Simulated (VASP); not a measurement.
Set up this calculation in VASP 6.6.1, as the native input.

```yaml
Task: equation of state
Functional: RPBE
Potentials_or_basis: VASP PAW PBE potentials, release 64 (C_GW)
Cutoff: 660 eV
k_mesh: 11 × 11 × 11
Occupations: gaussian, width 0.03 eV
Spin: no spin polarisation
Tolerance_level: standard
Purpose: choice of potentials
Eos_scales: "[0.91, 0.94, 0.97, 1.0, 1.03, 1.06, 1.09]"
Further_INCAR_settings: ALGO = Normal; EDIFF = 1e-07; NSW = 0
```

The structure of C lies in POSCAR.step2:

```
C
1.0
    0.0000000000      1.7469644787      1.7469644787
    1.7469644787      0.0000000000      1.7469644787
    1.7469644787      1.7469644787      0.0000000000
C
2
Direct
    0.7500000000      0.7500000000      0.7500000000
    0.5000000000      0.5000000000      0.5000000000
```

The structure of C lies in POSCAR.step3:

```
C
1.0
    0.0000000000      1.7653549299      1.7653549299
    1.7653549299      0.0000000000      1.7653549299
    1.7653549299      1.7653549299      0.0000000000
C
2
Direct
    0.7500000000      0.7500000000      0.7500000000
    0.5000000000      0.5000000000      0.5000000000
```

The structure of C lies in POSCAR.step4:

```
C
1.0
    0.0000000000      1.7833700000      1.7833700000
    1.7833700000      0.0000000000      1.7833700000
    1.7833700000      1.7833700000      0.0000000000
C
2
Direct
    0.7500000000      0.7500000000      0.7500000000
    0.5000000000      0.5000000000      0.5000000000
```

The structure of C lies in POSCAR.step5:

```
C
1.0
    0.0000000000      1.8010282771      1.8010282771
    1.8010282771      0.0000000000      1.8010282771
    1.8010282771      1.8010282771      0.0000000000
C
2
Direct
    0.7500000000      0.7500000000      0.7500000000
    0.5000000000      0.5000000000      0.5000000000
```

The structure of C lies in POSCAR.step6:

```
C
1.0
    0.0000000000      1.8183469191      1.8183469191
    1.8183469191      0.0000000000      1.8183469191
    1.8183469191      1.8183469191      0.0000000000
C
2
Direct
    0.7500000000      0.7500000000      0.7500000000
    0.5000000000      0.5000000000      0.5000000000
```

The structure of C lies in POSCAR.step7:

```
C
1.0
    0.0000000000      1.8353418006      1.8353418006
    1.8353418006      0.0000000000      1.8353418006
    1.8353418006      1.8353418006      0.0000000000
C
2
Direct
    0.7500000000      0.7500000000      0.7500000000
    0.5000000000      0.5000000000      0.5000000000
```

The input as run:

POSCAR.step1

```
C
1.0
    0.0000000000      1.7281784585      1.7281784585
    1.7281784585      0.0000000000      1.7281784585
    1.7281784585      1.7281784585      0.0000000000
C
2
Direct
    0.7500000000      0.7500000000      0.7500000000
    0.5000000000      0.5000000000      0.5000000000
```

INCAR

```
SYSTEM = C
ALGO = Normal ; EDIFF = 1E-7
EFERMI = MIDGAP ; ENCUT = 660
GGA = RP ; GGA_COMPAT = .False.
ISIF = 2 ; ISMEAR = 0
LASPH = .True. ; LCHARG = .False.
LREAL = .False. ; LWAVE = .False.
NELM = 120 ; NSW = 0
PREC = Accurate ; SIGMA = 0.03
```

KPOINTS

```
k-points
0
Gamma
  11 11 11
```

Potentials or basis: VASP PAW PBE potentials, release 64 (C_GW).

Command:

```sh
$ cat potpaw_PBE.64/C_GW/POTCAR > POTCAR
$ cp POSCAR.step1 POSCAR
$ mpirun -np 1 vasp_std > vasp.out
$ cp POSCAR.step2 POSCAR
$ mpirun -np 1 vasp_std > vasp.out
$ cp POSCAR.step3 POSCAR
$ mpirun -np 1 vasp_std > vasp.out
$ cp POSCAR.step4 POSCAR
$ mpirun -np 1 vasp_std > vasp.out
$ cp POSCAR.step5 POSCAR
$ mpirun -np 1 vasp_std > vasp.out
$ cp POSCAR.step6 POSCAR
$ mpirun -np 1 vasp_std > vasp.out
$ cp POSCAR.step7 POSCAR
$ mpirun -np 1 vasp_std > vasp.out
```

It gave:

The equilibrium volume is 5.77 Å³/atom and the bulk modulus is 419 GPa. The pressure derivative of the bulk modulus is 3.7.

Caveat: the PAW data sets were made with another functional, which shifts forces and pressure a little.

It took 27 s on 1 thread of Intel(R) Xeon(R) Platinum 8488C (Sapphire Rapids), on a shared host, peak memory 0.13 GiB.
